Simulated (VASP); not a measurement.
A run of VASP 6.6.1:

INCAR

```
SYSTEM = BaS
  ALGO = Normal
  EDIFF = 1E-6
  ENCUT = 520
  ISIF = 2
  ISMEAR = 0
  LASPH = .TRUE.
  LCHARG = .FALSE.
  LREAL = .FALSE.
  LWAVE = .FALSE.
  NBANDS = 15
  NELM = 100
  PREC = Accurate
  SIGMA = 0.05
```

The input KPOINTS:

```
k-points
0
G
  8 8 8
  0 0 0
```

POSCAR

```
BaS
1.0
    0.0000000000      3.1937500000      3.3055312500
    3.1937500000      0.0000000000      3.3055312500
    3.1937500000      3.1937500000      0.0000000000
Ba S
1 1
Direct
    0.0000000000      0.0000000000      0.0000000000
    0.5000000000      0.5000000000      0.5000000000
```

Potentials or basis: VASP PAW LDA potentials, release 64 (Ba_sv, S).

Run with:

```sh
$ cat potpaw_LDA.64/Ba_sv/POTCAR potpaw_LDA.64/S/POTCAR > POTCAR
$ mpirun -np 1 vasp_std > vasp.out
```

Hardware: 1 thread of Intel(R) Xeon(R) Platinum 8488C (Sapphire Rapids), with other jobs on the host.

Task: Estimate the wall time of this run.

Result: Run time: 31 s on 1 thread of Intel(R) Xeon(R) Platinum 8488C (Sapphire Rapids), with other jobs on the host, peak memory 0.2 GiB. Counts: scf iterations 12, k points 59.
